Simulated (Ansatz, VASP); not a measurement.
## SnTe in VASP and in Ansatz

```
CELL_PARAMETERS angstrom
0.00000 3.21963 3.15650
3.21963 0.00000 3.15650
3.21963 3.21963 0.00000
ATOMIC_POSITIONS crystal
Sn 0.00000 0.00000 0.00000
Te 0.50000 0.50000 0.50000
```

Change from the starting cell: equal xx and yy strain of +2 %, crystal datasets.

Alike in both runs: task electric field gradients; functional PBE; k mesh 11 × 11 × 11; occupations fermi-dirac, width 0.08 eV; no spin polarisation.

```csv
,VASP,Ansatz
version,VASP 6.6.1,Ansatz 0.2.0
potentials or method,"VASP PAW PBE potentials, release 64 (Sn_d, Te), cutoff 520 eV","all-electron PAW with datasets made for the crystal, scalar-relativistic"
```

|  | VASP | Ansatz | Ansatz less VASP |
| --- | --- | --- | --- |
| pressure (GPa) | 0.3 | 0.3 | +0.02 |
| traceless stress, the component that is largest in VASP (GPa) | 1.56 | 1.56 | -0.003 |
| size of Vzz on the site where it differs most (V/Å²) | 29.5 | 30.5 | +1.00 |

Ansatz ran all-electron here, and VASP with PAW potentials.

Spin-orbit coupling is off throughout.
